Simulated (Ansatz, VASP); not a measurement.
# Two plane-wave programs on Zr3Mn

The input POSCAR:

```
Zr3Mn
1.0
    4.3732200000      0.0000000000      0.0000000000
    0.0000000000      4.3732200000      0.0000000000
    0.0000000000      0.0000000000      4.3732200000
Zr Mn
3 1
Direct
    0.0000000000      0.5000000000      0.5000000000
    0.5000000000      0.0000000000      0.5000000000
    0.5000000000      0.5000000000      0.0000000000
    0.0000000000      0.0000000000      0.0000000000
```

File INCAR.step1:

```
SYSTEM = Zr3Mn
ALGO = Normal ; EDIFF = 1E-4
ENCUT = 520 ; GGA = PE
ISMEAR = 0 ; LASPH = .TRUE.
LCHARG = .FALSE. ; LREAL = .FALSE.
LWAVE = .TRUE. ; NBANDS = 32
NELM = 100 ; PREC = Accurate
SIGMA = 0.1
```

INCAR.step2

```
SYSTEM = Zr3Mn
ALGO = Normal ; EDIFF = 1E-7
ENCUT = 520 ; ISIF = 2
ISMEAR = 0 ; ISTART = 1
LASPH = .TRUE. ; LCHARG = .FALSE.
LMIXTAU = .TRUE. ; LREAL = .FALSE.
LWAVE = .FALSE. ; METAGGA = R2SCAN
NBANDS = 32 ; NELM = 100
PREC = Accurate ; SIGMA = 0.1
```

The input KPOINTS:

```
k-points
0
G
  10 10 10
  0 0 0
```

Input for Ansatz:

```yaml
crystal:
  lattice:
    - [4.37322, 0.0, 0.0]
    - [0.0, 4.37322, 0.0]
    - [0.0, 0.0, 4.37322]
  atoms:
    - { symbol: Zr, position: [0.0, 0.5, 0.5] }
    - { symbol: Zr, position: [0.5, 0.0, 0.5] }
    - { symbol: Zr, position: [0.5, 0.5, 0.0] }
    - { symbol: Mn, position: [0.0, 0.0, 0.0] }
basis:
  ecutwfc: 500
kpoints:
  mp_grid: { grid: [10, 10, 10] }
hamiltonian:
  xc: r2scan
scf:
  occupations: { method: gaussian, width: 0.1 }
  lower_state_search: "off"
output:
  forces: true
  stress: true
  eigenvalues: true
```

Alike in both runs: task single point; functional r2SCAN; k mesh 10 × 10 × 10; occupations gaussian, width 0.1 eV; no spin polarisation.

```csv
,VASP,Ansatz
version,VASP 6.6.1,Ansatz 0.2.0
potentials or method,"VASP PAW PBE potentials, release 64 (Zr_sv, Mn_pv), cutoff 520 eV","scalar-relativistic, plane waves, PAW"
valence electrons in the cell,49,51
```

```csv
,VASP,Ansatz,Ansatz less VASP
gap on the k mesh at the Fermi level (eV),none,none,-
pressure (GPa),-6.3,-6.3,-0.01
```

VASP's potentials were made for PBE, not for r2SCAN. A gap of «none» marks a metal or a gap that the smearing closes. With one functional, cell and mesh, what is left measures potentials, basis and numerics. VASP's potentials hold 49 valence electrons a cell and Ansatz's 51, so a difference there can come from the potentials and not from the codes.
